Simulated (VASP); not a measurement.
A run of VASP 6.6.1:

Contents of INCAR:

```
PREC     = Accurate       # precision mode
ENCUT    = 600            # plane-wave cutoff, eV
EDIFF    = 1E-7           # SCF threshold, eV
ISMEAR   = 0              # smearing method
SIGMA    = 0.1            # smearing width, eV
LREAL    = False          # projectors in reciprocal space
LASPH    = True           # aspherical terms in the spheres
NELM     = 120            # most SCF steps
ALGO     = Normal         # electronic algorithm
ISIF     = 3              # what is computed and relaxed
LWAVE    = False          # write WAVECAR
LCHARG   = False          # write CHGCAR
GGA      = PE             # functional
IBRION   = 2              # ionic algorithm
NSW      = 100            # ionic steps
EDIFFG   = -0.01          # ionic threshold
GGA_COMPAT= False        
NELMIN   = 4
```

The input KPOINTS:

```
regular mesh
0
Gamma
  18 18 2
```

The input POSCAR:

```
Al4Ni
1.0
    2.8168375185      0.0000000000      0.0000000000
   -1.4084187593      2.4394528494      0.0000000000
    0.0000000000      0.0000000000     21.7399728014
Al Ni
8 2
Direct
    0.3333333333      0.6666666667      0.6720426137
    0.3333333333      0.6666666667      0.8910806174
    0.3333333333      0.6666666667      0.1089193826
    0.3333333333      0.6666666667      0.3279573863
    0.3333333333      0.6666666667      0.5000000000
    0.6666666667      0.3333333333      0.7796485097
    0.6666666667      0.3333333333      0.0000000000
    0.6666666667      0.3333333333      0.2203514903
    0.6666666667      0.3333333333      0.4132637157
    0.6666666667      0.3333333333      0.5867362843
```

Potentials or basis: VASP PAW PBE potentials, release 64 (Al, Ni).

Run with:

```sh
$ cat potpaw_PBE.64/Al/POTCAR potpaw_PBE.64/Ni/POTCAR > POTCAR
$ mpirun -np 1 vasp_std > vasp.out
```

Hardware: 1 thread of Intel(R) Xeon(R) 6975P-C (Granite Rapids) (shared host).

Question: Estimate the wall time of this run.

Answer: It took 28 min on 1 thread of Intel(R) Xeon(R) 6975P-C (Granite Rapids), with other jobs on the host, peak memory 0.57 GiB. Counts: scf iterations 110, k points 74, ion steps 12.
